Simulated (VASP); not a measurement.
Here is a VASP 6.6.1 calculation.

File POSCAR:

```
Bi2Se3
1.0
    2.0933550000      3.6257930000      0.0000000000
   -2.0933550000      3.6257930000      0.0000000000
    0.0000000000     -2.4171950000      9.6460340000
Bi Se
2 3
Direct
    0.4008000000      0.4008000000      0.2024000000
    0.5992000000      0.5992000000      0.7976000000
    0.0000000000      0.0000000000      0.0000000000
    0.2117000000      0.2117000000      0.6351000000
    0.7883000000      0.7883000000      0.3649000000
```

The input INCAR.step1:

```
  ALGO = Normal
  EDIFF = 1E-4
  ENCUT = 520
  GGA = PE
  ISMEAR = -1
  LASPH = True
  LCHARG = False
  LREAL = False
  LWAVE = True
  NBANDS = 32
  NELM = 80
  PREC = Accurate
  SIGMA = 0.0158
```

Contents of INCAR.step2:

```
  ALGO = Normal
  EDIFF = 1E-6
  ENCUT = 520
  ISIF = 2
  ISMEAR = -1
  ISTART = 1
  LASPH = True
  LCHARG = True
  LELF = True
  LMIXTAU = True
  LREAL = False
  LVHAR = True
  LWAVE = False
  METAGGA = R2SCAN
  NBANDS = 32
  NELM = 80
  PREC = Accurate
  SIGMA = 0.0158
```

Contents of KPOINTS:

```
k-points
0
Gamma
  7 7 7
```

Potentials or basis: VASP PAW PBE potentials, release 64 (Bi_d, Se).

Run with:

```bash
$ cat potpaw_PBE.64/Bi_d/POTCAR potpaw_PBE.64/Se/POTCAR > POTCAR
$ cp INCAR.step1 INCAR
$ mpirun -np 1 vasp_std > vasp.out
$ cp INCAR.step2 INCAR
$ mpirun -np 1 vasp_std > vasp.out
```

Question: Predict the largest force.

Answer: 0.291 eV/Å.

Question: What does it give for the band gap on the k mesh?

Answer: 0.50 eV.

Question: Estimate the pressure.

Answer: -0.6 GPa.

Stress tensor (GPa, compression positive):
```
-0.68  0.00  0.00
 0.00 -0.68  0.00
 0.00  0.00 -0.46
```

Caveat: the PAW data sets were made with another functional, which shifts forces and pressure a little; spin-orbit coupling is left out, which moves the levels of the heavy elements. r2SCAN opens gaps a little over a GGA but as a rule still falls short of measured ones.
